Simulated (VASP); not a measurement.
Wanted: the native input for a VASP 6.6.1 run.

| Item | Value |
| --- | --- |
| Task | single point |
| Functional | BLYP |
| Potentials or basis | VASP PAW PBE potentials, release 64 (Ba_sv, Sb_d_GW, P) |
| Cutoff | 500 eV |
| k mesh | 2 × 2 × 2 |
| Occupations | gaussian, width 0.1 eV |
| Spin | no spin polarisation |
| Dipole correction | no |
| Further INCAR settings | ALGO = Normal; EDIFF = 1e-06; NBANDS = 33 |

The structure of Ba3SbP lies in POSCAR:

```
Ba3SbP
1.0
    6.1131770000      0.0000000000      0.0000000000
    0.0000000000      6.1131770000      0.0000000000
    0.0000000000      0.0000000000      6.1131770000
Ba Sb P
3 1 1
Direct
    0.0000000000      0.5000000000      0.5000000000
    0.5000000000      0.0000000000      0.5000000000
    0.5000000000      0.5000000000      0.0000000000
    0.0000000000      0.0000000000      0.0000000000
    0.5000000000      0.5000000000      0.5000000000
```

One way to write it, as run:

INCAR

```
SYSTEM = Ba3SbP
  PREC = Accurate
  ENCUT = 500
  EDIFF = 1E-6
  ISMEAR = 0
  SIGMA = 0.1
  LREAL = .False.
  LASPH = .True.
  NELM = 120
  ALGO = Normal
  ISIF = 2
  LWAVE = .False.
  LCHARG = .False.
  GGA = B5
  ALDAX = 1.0
  AGGAX = 1.0
  AGGAC = 1.0
  ALDAC = 0.0
  NBANDS = 33
  GGA_COMPAT = .False.
```

KPOINTS

```
Automatic mesh
0
Gamma
  2 2 2
  0 0 0
```

Potentials or basis: VASP PAW PBE potentials, release 64 (Ba_sv, Sb_d_GW, P).

Launch:

```console
$ cat potpaw_PBE.64/Ba_sv/POTCAR potpaw_PBE.64/Sb_d_GW/POTCAR potpaw_PBE.64/P/POTCAR > POTCAR
$ mpirun -np 1 vasp_std > vasp.out
```

Results of the run:

```
Pressure               : 2.0 GPa
Band gap on the k mesh : 0.34 eV
```

Caveat: the k points lie up to 0.51 Å⁻¹ apart; semilocal functionals underestimate gaps, and a narrow one can read as zero; the PAW data sets were made with another functional, which shifts forces and pressure a little; spin-orbit coupling is left out, which moves the levels of the heavy elements.

It took 78 s on 1 thread of Intel(R) Xeon(R) Platinum 8488C (Sapphire Rapids), on a shared host, peak memory 0.33 GiB.
